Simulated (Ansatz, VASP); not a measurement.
One calculation of TiAl, two programs

The input INCAR:

```
SYSTEM = TiAl
PREC = Accurate ; ENCUT = 520
EDIFF = 1E-7 ; ISMEAR = 0
SIGMA = 0.15 ; LREAL = .False.
LASPH = .True. ; NELM = 80
ALGO = Fast ; ISIF = 2
LWAVE = .False. ; LCHARG = .False.
GGA = PE ; NBANDS = 14
```

KPOINTS

```
regular mesh
0
Gamma
  21 21 12
  0 0 0
```

The input POSCAR:

```
TiAl
1.0
    3.0886646098      0.0000000000      0.0000000000
   -1.5443323049      2.6748620158      0.0000000000
    0.0000000000      0.0000000000      4.0314497192
Ti Al
1 1
Direct
    0.0000000000      0.0000000000      0.0000000000
    0.3333333333      0.6666666667      0.5000000000
```

Input for Ansatz:

```yaml
crystal:
  lattice:
    - [3.0886646098, 0.0, 0.0]
    - [-1.5443323049, 2.6748620158, 0.0]
    - [0.0, 0.0, 4.0314497192]
  atoms:
    - { symbol: Ti, position: [0.0, 0.0, 0.0] }
    - { symbol: Al, position: [0.3333333333, 0.6666666667, 0.5] }
basis:
  ecutwfc: 420
kpoints:
  mp_grid: { grid: [21, 21, 12] }
hamiltonian:
  xc: pbe
scf:
  occupations: { method: gaussian, width: 0.15 }
output:
  forces: true
  stress: true
  eigenvalues: true
```

Alike in both runs: task single point; functional PBE; k mesh 21 × 21 × 12; occupations gaussian, width 0.15 eV; no spin polarisation.

|  | VASP | Ansatz |
| --- | --- | --- |
| version | VASP 6.6.1 | Ansatz 0.2.0 |
| potentials or method | VASP PAW PBE potentials, release 64 (Ti_sv, Al), cutoff 520 eV | scalar-relativistic, plane waves, PAW |
| valence electrons in the cell | 15 | 15 |

Ansatz gave:

- gap on the k mesh at the Fermi level (eV): none
- pressure (GPa): 5.1
- traceless stress, the component that is largest in VASP (GPa): 14.94

Which values does VASP return?

gap on the k mesh at the Fermi level (eV): none; pressure (GPa): 5.0; traceless stress, the component that is largest in VASP (GPa): 14.93.

A gap of «none» marks a metal or a gap that the smearing closes. The functional is the same, so the differences come from potentials, cutoffs and numerics.
